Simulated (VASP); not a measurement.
# CsCaBr3 (P4/mmm) in VASP: further runs, part 2 of 3

VASP 6.6.1. Earlier steps stand in the parts before.

## Step 5: Single point, LDA

This run uses another cell than the first one, of the same volume but with other edges.

Contents of INCAR:

```
SYSTEM = CsCaBr3
PREC = Accurate
ENCUT = 520
EDIFF = 1E-6
ISMEAR = 0
SIGMA = 0.05
LREAL = .FALSE.
LASPH = .TRUE.
NELM = 60
ALGO = Normal
ISIF = 2
LWAVE = .FALSE.
LCHARG = .FALSE.
GGA = CA
NBANDS = 28
```

Contents of KPOINTS:

```
Automatic mesh
0
G
  6 6 6
  0 0 0
```

Contents of POSCAR:

```
CsCaBr3
1.0
    6.0264511211      0.0000000000      0.0000000000
    0.0000000000      6.0264511211      0.0000000000
    0.0000000000      0.0000000000      5.1224834530
Cs Ca Br
1 1 3
Direct
    0.0000000000      0.0000000000      0.0000000000
    0.5000000000      0.5000000000      0.5000000000
    0.5000000000      0.0000000000      0.5000000000
    0.0000000000      0.5000000000      0.5000000000
    0.5000000000      0.5000000000      0.0000000000
```

Potentials or basis: VASP PAW LDA potentials, release 64 (Cs_sv, Ca_sv, Br).

Launch:

```
> cat potpaw_LDA.64/Cs_sv/POTCAR potpaw_LDA.64/Ca_sv/POTCAR potpaw_LDA.64/Br/POTCAR > POTCAR
> mpirun -np 1 vasp_std > vasp.out
```

OUTCAR:

```text
SYSTEM = CsCaBr3
   PREC = Accurate
   ENCUT = 520
   EDIFF = 1E-6
   ISMEAR = 0
   LREAL = .FALSE.
   LASPH = .TRUE.
   NELM = 60
   ISIF = 2
   GGA = CA

 ion  position               nearest neighbor table
   1  0.000  0.000  0.000-
   2  0.500  0.500  0.500-   5 2.56   5 2.56
   3  0.500  0.000  0.500-
   4  0.000  0.500  0.500-
   5  0.500  0.500  0.000-   2 2.56   2 2.56

  LATTYP: Found a simple tetragonal cell.
 ALAT       =     6.0264511211
 C/A-ratio  =     0.8500000000

  Lattice vectors:

 A1 = (   6.0264511211,   0.0000000000,   0.0000000000)
 A2 = (   0.0000000000,   6.0264511211,   0.0000000000)
 A3 = (   0.0000000000,   0.0000000000,   5.1224834530)

Analysis of symmetry for initial positions (statically):
=====================================================================
 Subroutine PRICEL returns:
 Original cell was already a primitive cell.

 Routine SETGRP: Setting up the symmetry group for a
 simple tetragonal supercell.

[... 166 lines left out ...]
  ---------------------------------------------------
  ext. energy  EPLUGINS =         0.00000000
  ---------------------------------------------------
  free energy    TOTEN  =       -19.10225486 eV

  energy without entropy =      -19.10225486  energy(sigma->0) =      -19.10225486

 E-fermi :  -0.4568     XC(G=0):  -8.1704

 val. band max:       -0.6805353975   @ k =   0.5000   0.5000   0.5000
 cond. band min:       3.2666640481   @ k =   0.0000   0.0000   0.0000
 fundamental gap:      3.9471994456
 Fermi energy:        -0.4568421711

 k-point     1 :       0.0000    0.0000    0.0000
  band No.  band energies     occupation
      1     -39.0974      2.00000
      2     -20.5733      2.00000
      3     -20.4223      2.00000
      4     -20.4223      2.00000
      5     -20.3285      2.00000
      6     -14.0450      2.00000
[... 733 lines left out ...]
     27       6.6334      0.00000
     28       6.8053      0.00000

 [... further k-points ...]
[... 5 lines left out ...]
  --------------------------------------------------------------------------------------
  -------------------------------------------------------------------------------------
  Total       -3.9091456     -3.9091456      5.1167478      0.0000000      0.0000000      0.0000000
  in kB      -33.6657728    -33.6657728     44.0657080      0.0000000      0.0000000      0.0000000
  external PRESSURE =      -7.7552792 kB  Pullay stress =       0.0000000 kB

 VOLUME and BASIS-vectors are now :
 -----------------------------------------------------------------------------
  energy-cutoff  :      520.00
  volume of cell :      186.04
      direct lattice vectors                 reciprocal lattice vectors
     6.026451121  0.000000000  0.000000000     0.165935138  0.000000000  0.000000000
     0.000000000  6.026451121  0.000000000     0.000000000  0.165935138  0.000000000
     0.000000000  0.000000000  5.122483453     0.000000000  0.000000000  0.195217810

 POSITION                                       TOTAL-FORCE (eV/Angst)
 -----------------------------------------------------------------------------------
      0.00000      0.00000      0.00000         0.000000      0.000000      0.000000
      3.01323      3.01323      2.56124         0.000000      0.000000      0.000000
      3.01323      0.00000      2.56124         0.000000      0.000000      0.000000
      0.00000      3.01323      2.56124         0.000000      0.000000      0.000000
      3.01323      3.01323      0.00000         0.000000      0.000000      0.000000
 -----------------------------------------------------------------------------------
    total drift:                                0.000000     -0.000000     -0.000000

  FREE ENERGIE OF THE ION-ELECTRON SYSTEM (eV)
  ---------------------------------------------------
  free  energy   TOTEN  =       -19.1022548603 eV

  energy  without entropy=      -19.1022548603  energy(sigma->0) =      -19.10225486
```

stdout:

```text
POSCAR found type information on POSCAR CsCaBr
 POSCAR found :  3 types and       5 ions
 scaLAPACK will be used
 LDA part: xc-table for (Slater(with rela. corr.)+CA(PZ))
 , standard interpolation
 POSCAR, INCAR and KPOINTS ok, starting setup
 FFT: planning ... GRIDC
 FFT: planning ... GRID_SOFT
 FFT: planning ... GRID
 WAVECAR not read
 entering main loop
```

Wall time 72 s (1 thread of Intel Xeon 6975P-C (Granite Rapids), shared host); peak memory 0.36 GiB.

What came out:

```
Free energy            : -19.1023 eV
Pressure               : -0.8 GPa
Band gap on the k mesh : 3.95 eV (least direct gap 4.11 eV)
```

Caveat: the stress differs along the axes, from -3 to 4 GPa; spin-orbit coupling is left out, which moves the levels of the heavy elements.

## Step 6: Single point, LDA

This run uses another cell than the first one, of the same volume but with other edges.

Contents of INCAR:

```
ALGO     = Normal         # electronic algorithm
EDIFF    = 1E-6           # SCF threshold, eV
ENCUT    = 520            # plane-wave cutoff, eV
GGA      = CA             # functional
ISIF     = 2              # what is computed and relaxed
ISMEAR   = 0              # smearing method
LASPH    = True           # aspherical terms in the spheres
LCHARG   = False          # write CHGCAR
LREAL    = False          # projectors in reciprocal space
LWAVE    = False          # write WAVECAR
NBANDS   = 28             # bands
NELM     = 100            # most SCF steps
PREC     = Accurate       # precision mode
SIGMA    = 0.05           # smearing width, eV
```

Contents of KPOINTS:

```
k-points
0
Gamma
  6 6 6
```

Changes to POSCAR since step 5:

```diff
@@ -2,5 +2,5 @@
 1.0
-    6.0264511211      0.0000000000      0.0000000000
-    0.0000000000      6.0264511211      0.0000000000
-    0.0000000000      0.0000000000      5.1224834530
+    5.3720601288      0.0000000000      0.0000000000
+    0.0000000000      5.3720601288      0.0000000000
+    0.0000000000      0.0000000000      6.4464721545
 Cs Ca Br
```

Potentials or basis: VASP PAW LDA potentials, release 64 (Cs_sv, Ca_sv, Br).

Launch:

```
> cat potpaw_LDA.64/Cs_sv/POTCAR potpaw_LDA.64/Ca_sv/POTCAR potpaw_LDA.64/Br/POTCAR > POTCAR
> mpirun -np 1 vasp_std > vasp.out
```

Wall time 71 s (1 thread of Intel Xeon 6975P-C (Granite Rapids), shared host); peak memory 0.36 GiB.

The run converged. Its results:

```
Free energy            : -19.1609 eV
Pressure               : -0.7 GPa
Band gap on the k mesh : 3.71 eV (least direct gap 4.13 eV)
```

Stress tensor (GPa, compression positive):
```
 1.03  0.00  0.00
 0.00  1.03  0.00
 0.00  0.00 -4.04
```

Levels at points of the mesh, in eV from the valence-band top:
| k point | band 17 | band 18 | band 19 | band 20 | band 21 | band 22 | band 23 | band 24 |
| --- | --- | --- | --- | --- | --- | --- | --- | --- |
| (0.00, 0.00, 0.00) | -0.67 | -0.48 | -0.42 | -0.42 | 3.71 | 4.29 | 4.30 | 4.30 |
| (0.50, 0.00, 0.00) | -1.28 | -1.01 | -0.72 | -0.60 | 4.57 | 4.81 | 5.72 | 5.90 |
| (0.50, 0.50, 0.00) | -1.24 | -0.75 | -0.75 | 0.00 | 5.01 | 5.91 | 5.91 | 6.37 |
| (0.00, 0.00, 0.50) | -0.72 | -0.72 | -0.52 | -0.52 | 4.35 | 4.97 | 4.97 | 5.37 |
| (0.50, 0.00, 0.50) | -1.22 | -1.19 | -0.95 | -0.48 | 5.05 | 5.72 | 6.03 | 6.04 |
| (0.50, 0.50, 0.50) | -1.26 | -0.36 | -0.36 | 0.00 | 5.36 | 5.36 | 5.49 | 5.60 |

Caveat: the stress differs along the axes, from -4 to 1 GPa; spin-orbit coupling is left out, which moves the levels of the heavy elements. A k mesh can miss the band edges.

[end of part 2 of 3]
